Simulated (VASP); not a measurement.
# VN (l.b) (Fm-3m) in VASP: a series of runs, part 2 of 3

VASP 6.6.1. Earlier steps stand in the parts before.

## Step 3: Single point, LDA

This run uses another cell than the first one, of 8.26 Å³/atom, 0.973 times its volume.

INCAR

```
  ALGO = Normal
  EDIFF = 1E-6
  ENCUT = 600
  GGA = CA
  GGA_COMPAT = False
  ISIF = 2
  ISMEAR = 0
  LASPH = True
  LCHARG = False
  LREAL = False
  LWAVE = False
  NBANDS = 16
  NELM = 120
  PREC = Accurate
  SIGMA = 0.1
```

KPOINTS

```
k-points
0
Gamma
  8 8 8
```

POSCAR

```
VN
1.0
    0.0000000000      2.0214115156      2.0214115156
    2.0214115156      0.0000000000      2.0214115156
    2.0214115156      2.0214115156      0.0000000000
V N
1 1
Direct
    0.0000000000      0.0000000000      0.0000000000
    0.5000000000      0.5000000000      0.5000000000
```

Potentials or basis: VASP PAW LDA potentials, release 64 (V_sv, N).

Run with:

```bash
$ cat potpaw_LDA.64/V_sv/POTCAR potpaw_LDA.64/N/POTCAR > POTCAR
$ mpirun -np 1 vasp_std > vasp.out
```

OUTCAR:

```text
EDIFF = 1E-6
   ENCUT = 600
   GGA = CA
   ISIF = 2
   ISMEAR = 0
   LASPH = True
   LREAL = False
   NELM = 120
   PREC = Accurate

 ion  position               nearest neighbor table
   1  0.000  0.000  0.000-   2 2.02   2 2.02   2 2.02   2 2.02   2 2.02   2 2.02
   2  0.500  0.500  0.500-   1 2.02   1 2.02   1 2.02   1 2.02   1 2.02   1 2.02

  LATTYP: Found a face centered cubic cell.
 ALAT       =     4.0428230312

  Lattice vectors:

 A1 = (   0.0000000000,   2.0214115156,   2.0214115156)
 A2 = (   2.0214115156,   0.0000000000,   2.0214115156)
 A3 = (   2.0214115156,   2.0214115156,   0.0000000000)

Analysis of symmetry for initial positions (statically):
=====================================================================
 Subroutine PRICEL returns:
 Original cell was already a primitive cell.

 Routine SETGRP: Setting up the symmetry group for a
 face centered cubic supercell.

 Subroutine GETGRP returns: Found 48 space group operations
 (whereof 48 operations were pure point group operations)
 out of a pool of 48 trial point group operations.

The static configuration has the point symmetry O_h .

Analysis of symmetry for dynamics (positions and initial velocities):
=====================================================================
 Subroutine PRICEL returns:
 Original cell was already a primitive cell.

 Routine SETGRP: Setting up the symmetry group for a
 face centered cubic supercell.

 Subroutine GETGRP returns: Found 48 space group operations
 (whereof 48 operations were pure point group operations)
 out of a pool of 48 trial point group operations.

The dynamic configuration has the point symmetry O_h .

 Subroutine INISYM returns: Found 48 space group operations
 (whereof 48 operations are pure point group operations),
 and found     1 'primitive' translations

----------------------------------------------------------------------------------------

                                     Primitive cell

  volume of cell :      16.5194

  direct lattice vectors                    reciprocal lattice vectors
     0.000000000  2.021411516  2.021411516    -0.247351910  0.247351910  0.247351910
     2.021411516  0.000000000  2.021411516     0.247351910 -0.247351910  0.247351910
     2.021411516  2.021411516  0.000000000     0.247351910  0.247351910 -0.247351910

  length of vectors
     2.858707580  2.858707580  2.858707580     0.428426076  0.428426076  0.428426076

  position of ions in fractional coordinates (direct lattice)
     0.000000000  0.000000000  0.000000000
     0.500000000  0.500000000  0.500000000

  ion indices of the primitive-cell ions
   primitive index   ion index
                 1           1
                 2           2

----------------------------------------------------------------------------------------

 KPOINTS: k-points

Automatic generation of k-mesh.
 Grid dimensions read from file:
 generate k-points for:    8    8    8

 Generating k-lattice:

  Cartesian coordinates                     Fractional coordinates (reciprocal lattice)
    -0.030918989  0.030918989  0.030918989     0.125000000  0.000000000  0.000000000
     0.030918989 -0.030918989  0.030918989     0.000000000  0.125000000  0.000000000
     0.030918989  0.030918989 -0.030918989     0.000000000  0.000000000  0.125000000

  Length of vectors
     0.053553260  0.053553260  0.053553260

  Shift w.r.t. Gamma in fractional coordinates (k-lattice)
     0.000000000  0.000000000  0.000000000

 Subroutine IBZKPT returns following result:
 ===========================================

 Found     29 irreducible k-points:

 Following reciprocal coordinates:
            Coordinates               Weight
  0.000000  0.000000  0.000000      1.000000
  0.125000  0.000000  0.000000      8.000000
  0.250000  0.000000  0.000000      8.000000
  0.375000  0.000000  0.000000      8.000000
  0.500000  0.000000  0.000000      4.000000
  0.125000  0.125000  0.000000      6.000000
[... 16 lines left out ...]
  0.500000  0.250000  0.125000     48.000000
 -0.375000  0.250000  0.125000     24.000000
 [... further k-points ...]
   k-points           NKPTS =     29   k-points in BZ     NKDIM =     29   number of bands    NBANDS=     16
   number of dos      NEDOS =    301   number of ions     NIONS =      2
   total plane-waves  NPLWV =  13824
   dimension x,y,z NGX =    24 NGY =   24 NGZ =   24
   dimension x,y,z NGXF=    48 NGYF=   48 NGZF=   48
   ions per type =               1   1
   NGX,Y,Z   is equivalent  to a cutoff of  13.96, 13.96, 13.96 a.u.
   NGXF,Y,Z  is equivalent  to a cutoff of  27.91, 27.91, 27.91 a.u.
 SYSTEM =  unknown system
   PREC   = accura    normal or accurate (medium, high low for compatibility)
   ISTART =      0    job   : 0-new  1-cont  2-samecut
   ICHARG =      2    charge: 1-file 2-atom 10-const
   ISPIN  =      1    spin polarized calculation?
   LNONCOLLINEAR =      F non collinear calculations
   LSORBIT =      F    spin-orbit coupling
   LASPH  =      T    aspherical Exc in radial PAW
   ENCUT  =  600.0 eV  44.10 Ry    6.64 a.u.   5.71  5.71  5.71*2*pi/ulx,y,z
   NELM   =    120;   NELMIN=  2; NELMDL= -5     # of ELM steps
   EDIFF  = 0.1E-05   stopping-criterion for ELM
   LREAL  =      F    real-space projection
   EDIFFG = 0.1E-04   stopping-criterion for IOM
   NSW    =      0    number of steps for IOM
   IBRION =     -1    ionic relax: 0-MD 1-quasi-New 2-CG
   NFREE  =      0    steps in history (QN), initial steepest desc. (CG)
   ISIF   =      2    stress and relaxation
   ISYM   =      2    0-nonsym 1-usesym 2-fastsym
   POTIM  = 0.5000    time-step for ionic-motion
   TEBEG  =    0.0;   TEEND  =   0.0 temperature during run
   PSTRESS=    0.0 pullay stress
   NELECT =      18.0000    total number of electrons
   NUPDOWN=      -1.0000    fix difference up-down
   EMIN   =  10.00;   EMAX   =-10.00  energy-range for DOS
   EFERMI =   0.00;   METHOD = LEGACY
   ISMEAR =     0;   SIGMA  =   0.10  broadening in eV -4-tet -1-fermi 0-gaus
   EFERMI_NEDOS =   21; number of points for ismear=-14 and -15
   IALGO  =     38    algorithm
   IMIX   =      4    mixing-type and parameters
     AMIX     =   0.40;   BMIX     =  1.00
     AMIX_MAG =   1.60;   BMIX_MAG =  1.00
  volume/ion in A,a.u.               =       8.26        55.74
  Fermi-wavevector in a.u.,A,eV,Ry     =   1.684616  3.183463 38.612398  2.837931
  Thomas-Fermi vector in A             =   2.767607
   LORBIT       =      0    0 simple, 1 ext, 2 COOP (PROOUT), +10 PAW based schemes
   GGA     = CA    functional components
   LHFCALC =     F    Hartree Fock is set to
   AEXX    =    0.0000 exact exchange contribution
   IVDW    =     0    specifies the selected vdW correction
   LEPSILON=     F    determine dielectric tensor
   LRPA    =     F    only Hartree local field effects (RPA)
 non-spin polarized calculation
 Gauss-broadening in eV      SIGMA  =   0.10
  energy-cutoff  :      600.00
  volume of cell :       16.52
 maximum number of plane-waves:       568
   NGX = 11   NGY = 11   NGZ = 11

 number of electron      18.0000000 magnetization

 Free energy of the ion-electron system (eV)
  ---------------------------------------------------
  ext. energy  EPLUGINS =         0.00000000
  ---------------------------------------------------
  free energy    TOTEN  =       -21.52592209 eV

  energy without entropy =      -21.51376566  energy(sigma->0) =      -21.51984388

 E-fermi :  12.6823     XC(G=0): -14.2982

 val. band max:       12.6531520368   @ k =   0.2500   0.0000   0.0000
 cond. band min:      12.7004798039   @ k =  -0.3750   0.2500   0.0000
 fundamental gap:      0.0473277672
 Fermi energy:        12.6822578229

 k-point     1 :       0.0000    0.0000    0.0000
  band No.  band energies     occupation
      1     -52.0274      2.00000
      2     -26.0422      2.00000
      3     -26.0422      2.00000
      4     -26.0422      2.00000
      5      -5.5493      2.00000
      6      10.3127      2.00000
[... 8 lines left out ...]
     15      26.7682      0.00000
     16      33.2572      0.00000

 k-point     2 :       0.1250    0.0000    0.0000
  band No.  band energies     occupation
      1     -52.0126      2.00000
      2     -26.1386      2.00000
      3     -26.0507      2.00000
      4     -26.0507      2.00000
      5      -5.2004      2.00000
      6       8.6049      2.00000
[... 8 lines left out ...]
     15      26.7185      0.00000
     16      32.7897      0.00000
[... 387 lines left out ...]
      5      -3.1263      2.00000
      6       4.6274      2.00000
[... 8 lines left out ...]
     15      25.8333      0.00000
     16      27.3561      0.00000

 k-point    24 :      -0.3750    0.2500    0.1250
  band No.  band energies     occupation
      1     -51.9094      2.00000
      2     -26.5751      2.00000
      3     -26.2597      2.00000
      4     -26.1535      2.00000
      5      -2.8160      2.00000
      6       4.3347      2.00000
[... 8 lines left out ...]
     15      26.1558      0.00000
     16      27.1667      0.00000

 [... further k-points ...]
[... 5 lines left out ...]
  --------------------------------------------------------------------------------------
  -------------------------------------------------------------------------------------
  Total        0.1119245      0.1119245      0.1119245      0.0000000      0.0000000      0.0000000
  in kB       10.8552975     10.8552975     10.8552975      0.0000000      0.0000000      0.0000000
  external PRESSURE =      10.8552975 kB  Pullay stress =       0.0000000 kB

 VOLUME and BASIS-vectors are now :
 -----------------------------------------------------------------------------
  energy-cutoff  :      600.00
  volume of cell :       16.52
      direct lattice vectors                 reciprocal lattice vectors
     0.000000000  2.021411516  2.021411516    -0.247351910  0.247351910  0.247351910
     2.021411516  0.000000000  2.021411516     0.247351910 -0.247351910  0.247351910
     2.021411516  2.021411516  0.000000000     0.247351910  0.247351910 -0.247351910

 POSITION                                       TOTAL-FORCE (eV/Angst)
 -----------------------------------------------------------------------------------
      0.00000      0.00000      0.00000         0.000000      0.000000      0.000000
      2.02141      2.02141      2.02141        -0.000000     -0.000000     -0.000000
 -----------------------------------------------------------------------------------
    total drift:                                0.000000     -0.000000     -0.000000

  FREE ENERGIE OF THE ION-ELECTRON SYSTEM (eV)
  ---------------------------------------------------
  free  energy   TOTEN  =       -21.5259220913 eV

  energy  without entropy=      -21.5137656635  energy(sigma->0) =      -21.51984388
```

OSZICAR:

```text
N       E                     dE             d eps       ncg     rms          rms(c)
DAV:   1     0.145212628029E+03    0.14521E+03   -0.10480E+04   928   0.143E+03
DAV:   2    -0.222894514062E+02   -0.16750E+03   -0.16111E+03  1008   0.384E+02
DAV:   3    -0.267314396008E+02   -0.44420E+01   -0.44123E+01  1064   0.667E+01
DAV:   4    -0.267519014916E+02   -0.20462E-01   -0.20461E-01  1056   0.510E+00
DAV:   5    -0.267520463046E+02   -0.14481E-03   -0.14481E-03  1056   0.423E-01    0.330E+01
DAV:   6    -0.225982524778E+02    0.41538E+01   -0.21161E+01  1184   0.604E+01    0.941E+00
DAV:   7    -0.216751633105E+02    0.92309E+00   -0.57565E+00  1104   0.285E+01    0.104E+01
DAV:   8    -0.215833528514E+02    0.91810E-01   -0.81963E-01   944   0.120E+01    0.249E+00
DAV:   9    -0.215260828509E+02    0.57270E-01   -0.13407E-01  1008   0.505E+00    0.264E-01
DAV:  10    -0.215261967243E+02   -0.11387E-03   -0.62760E-03   960   0.788E-01    0.318E-01
DAV:  11    -0.215259246759E+02    0.27205E-03   -0.66359E-04   944   0.321E-01    0.931E-02
DAV:  12    -0.215259233907E+02    0.12853E-05   -0.36485E-05   984   0.591E-02    0.974E-03
DAV:  13    -0.215259221180E+02    0.12726E-05   -0.32541E-06   960   0.216E-02    0.263E-03
DAV:  14    -0.215259220913E+02    0.26731E-07   -0.17751E-07   472   0.350E-03
   1 F= -.21525922E+02 E0= -.21519844E+02  d E =-.121564E-01
```

Wall time 3.7 s (1 thread of Intel Xeon 6975P-C (Granite Rapids), shared host); peak memory 0.13 GiB.

What came out:

```
Free energy            : -21.5259 eV
Pressure               : 1.1 GPa
Band gap on the k mesh : zero (band 9 reaches 13.29 eV, above the bottom of band 10 at 10.93 eV)
```

Levels at points of the mesh, in eV from the Fermi level:
```tsv
k point	band 5	band 6	band 7	band 8	band 9	band 10	band 11	band 12	band 13	band 14
(0.00, 0.00, 0.00)	-18.23	-2.37	-2.37	-2.37	-1.75	-1.75	-1.75	-0.61	-0.61	6.76
(0.50, 0.00, 0.00)	-15.16	-9.40	-6.54	-6.54	0.61	0.61	1.58	5.34	5.34	6.46
(0.50, 0.50, 0.00)	-16.37	-6.90	-4.25	-3.82	-3.82	0.47	1.30	1.30	3.04	11.03
```

Caveat: the run has no spin polarisation, though such a crystal can be magnetic.

## Step 4: Relaxation of cell and atoms, LDA

INCAR

```
SYSTEM = VN
PREC     = Accurate       ! precision mode
ENCUT    = 600            ! plane-wave cutoff, eV
EDIFF    = 1E-7           ! SCF threshold, eV
ISMEAR   = 0              ! smearing method
SIGMA    = 0.1            ! smearing width, eV
LREAL    = .FALSE.        ! projectors in reciprocal space
LASPH    = .TRUE.         ! aspherical terms in the spheres
NELM     = 120            ! most SCF steps
ALGO     = Normal         ! electronic algorithm
ISIF     = 3              ! what is computed and relaxed
LWAVE    = .FALSE.        ! write WAVECAR
LCHARG   = .FALSE.        ! write CHGCAR
GGA      = CA             ! functional
IBRION   = 2              ! ionic algorithm
NSW      = 100            ! ionic steps
EDIFFG   = -0.05          ! ionic threshold
GGA_COMPAT= .FALSE.      
NELMIN   = 4
```

KPOINTS

```
regular mesh
0
G
  8 8 8
  0 0 0
```

POSCAR

```
VN
1.0
    0.0000000000      2.0400000000      2.0400000000
    2.0400000000      0.0000000000      2.0400000000
    2.0400000000      2.0400000000      0.0000000000
V N
1 1
Direct
    0.0000000000      0.0000000000      0.0000000000
    0.5000000000      0.5000000000      0.5000000000
```

Run with:

```bash
$ cat potpaw_LDA.64/V_sv/POTCAR potpaw_LDA.64/N/POTCAR > POTCAR
$ mpirun -np 1 vasp_std > vasp.out
```

Run time: 7.2 s. Hardware: 1 thread of Intel Xeon 6975P-C (Granite Rapids), shared host; peak memory 0.13 GiB.

It converged, with:

```
Free energy                            : -21.5268 eV
Relaxed volume                         : 8.29 Å³/atom
Relaxed cell                           : a = 2.862 Å, b = 2.862 Å, c = 2.862 Å, α = 60.00°, β = 60.00°, γ = 60.00°
Space group after relaxing (to 0.05 Å) : Fm-3m (No. 225)
Energy gained by relaxing              : 5.5 meV/atom
Ionic steps                            : 3
Pressure after relaxing                : -0.1 GPa
```

The path:
```tsv
step	energy change (eV)	largest force (eV/Å)	pressure (GPa)	volume (Å³)
1	0.0000	0.0000	-8.49	16.98
2	0.0223	0.0000	16.50	15.90
3	-0.0111	0.0000	-0.12	16.57
```

Final structure:
```
V N
1.0
     0.00000    2.02365    2.02365
     2.02365    0.00000    2.02365
     2.02365    2.02365    0.00000
V N
1 1
Direct
  0.00000 0.00000 0.00000
  0.50000 0.50000 0.50000
```

Levels at points of the mesh, in eV from the Fermi level:
| k point | band 6 | band 7 | band 8 | band 9 | band 10 | band 11 | band 12 | band 13 |
| --- | --- | --- | --- | --- | --- | --- | --- | --- |
| (0.00, 0.00, 0.00) | -2.36 | -2.36 | -2.36 | -1.74 | -1.74 | -1.74 | -0.61 | -0.61 |
| (0.50, 0.00, 0.00) | -9.37 | -6.51 | -6.51 | 0.60 | 0.60 | 1.57 | 5.32 | 5.32 |
| (0.50, 0.50, 0.00) | -6.89 | -4.23 | -3.81 | -3.81 | 0.46 | 1.29 | 1.29 | 3.02 |

Caveat: the bands computed are all filled at some k points, so no gap is given; the run has no spin polarisation, though such a crystal can be magnetic.

## Step 5: Single point, LDA

This run uses another cell than the first one, of 8.26 Å³/atom, 0.973 times its volume.

INCAR

```
SYSTEM = VN
PREC = Accurate
ENCUT = 600
EDIFF = 1E-6
ISMEAR = 0
SIGMA = 0.1
LREAL = .FALSE.
LASPH = .TRUE.
NELM = 120
ALGO = Normal
ISIF = 2
LWAVE = .FALSE.
LCHARG = .TRUE.
GGA = CA
LELF = .TRUE.
LVHAR = .TRUE.
NBANDS = 16
GGA_COMPAT = .FALSE.
```

KPOINTS

```
regular mesh
0
G
  18 18 18
  0 0 0
```

POSCAR

```
VN
1.0
    0.0000000000      2.0212573412      2.0212573412
    2.0212573412      0.0000000000      2.0212573412
    2.0212573412      2.0212573412      0.0000000000
V N
1 1
Direct
    0.0000000000      0.0000000000      0.0000000000
    0.5000000000      0.5000000000      0.5000000000
```

Run with:

```bash
$ cat potpaw_LDA.64/V_sv/POTCAR potpaw_LDA.64/N/POTCAR > POTCAR
$ mpirun -np 1 vasp_std > vasp.out
```

It took 20 s on 1 thread of Intel Xeon 6975P-C (Granite Rapids), shared host; peak memory 0.18 GiB.

The run converged. Its results:

| Item | Value |
| --- | --- |
| Free energy | -21.5283 eV |
| Pressure | 1.1 GPa |
| Band gap on the k mesh | zero (band 9 reaches 13.29 eV, above the bottom of band 10 at 10.94 eV) |

Levels at points of the mesh, in eV from the Fermi level:
```
           k point  band 6  band 7  band 8  band 9  band 10  band 11  band 12  band 13
(0.00, 0.00, 0.00)   -2.31   -2.31   -2.31   -1.69    -1.69    -1.69    -0.55    -0.55
(0.50, 0.00, 0.00)   -9.34   -6.48   -6.48    0.67     0.67     1.64     5.40     5.40
(0.50, 0.50, 0.00)   -6.85   -4.19   -3.77   -3.77     0.52     1.36     1.36     3.10
```

Caveat: the run has no spin polarisation, though such a crystal can be magnetic.

(Part 2 of 3 ends here.)
